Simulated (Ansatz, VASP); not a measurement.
## InP: VASP beside Ansatz

Contents of INCAR:

```
PREC = Accurate
ENCUT = 520
EDIFF = 1E-7
ISMEAR = -1
SIGMA = 0.05
LREAL = False
LASPH = True
NELM = 100
ALGO = Normal
ISIF = 2
LWAVE = False
LCHARG = False
GGA = PE
NBANDS = 16
```

File KPOINTS:

```
Automatic mesh
0
Gamma
  13 13 13
```

The input POSCAR:

```
InP
1.0
    0.0000000000      2.7696307375      2.7696307375
    2.7696307375      0.0000000000      2.7696307375
    2.7696307375      2.7696307375      0.0000000000
In P
1 1
Direct
    0.0000000000      0.0000000000      0.0000000000
    0.5000000000      0.5000000000      0.5000000000
```

Input for Ansatz:

```yaml
crystal:
  lattice:
    - [0.0, 2.7696307375, 2.7696307375]
    - [2.7696307375, 0.0, 2.7696307375]
    - [2.7696307375, 2.7696307375, 0.0]
  atoms:
    - { symbol: In, position: [0.0, 0.0, 0.0] }
    - { symbol: P, position: [0.5, 0.5, 0.5] }
kpoints:
  mp_grid: { grid: [13, 13, 13] }
  band_path:
    path:
      - [0.0, 0.0, 0.0]
      - [0.5, 0.0, 0.5]
      - [0.625, 0.25, 0.625]
      - [0.375, 0.375, 0.75]
      - [0.0, 0.0, 0.0]
      - [0.5, 0.5, 0.5]
      - [0.5, 0.25, 0.75]
      - [0.5, 0.0, 0.5]
    npoints: 14
scf:
  occupations: { method: fermi_dirac, width: 0.05 }
hamiltonian:
  xc: pbe
  pseudopotentials: { kind: all_electron, lapw: { basis_error: 0.001 } }
output:
  forces: true
  stress: true
  eigenvalues: true
  populations: true
  dos: { projected: true, de: 0.2, e_range: [-14, 8] }
```

Alike in both runs: task single point; functional PBE; k mesh 13 × 13 × 13; occupations fermi-dirac, width 0.05 eV; no spin polarisation.

|  | VASP | Ansatz |
| --- | --- | --- |
| version | VASP 6.6.1 | Ansatz 0.2.0 |
| potentials or method | VASP PAW PBE potentials, release 64 (In_d, P), cutoff 520 eV | all-electron LAPW, scalar-relativistic |

|  | VASP | Ansatz | Ansatz less VASP |
| --- | --- | --- | --- |
| pressure (GPa) | 0.0 | 0.0 | +0.04 |

Ansatz ran all-electron here, and VASP with PAW potentials.
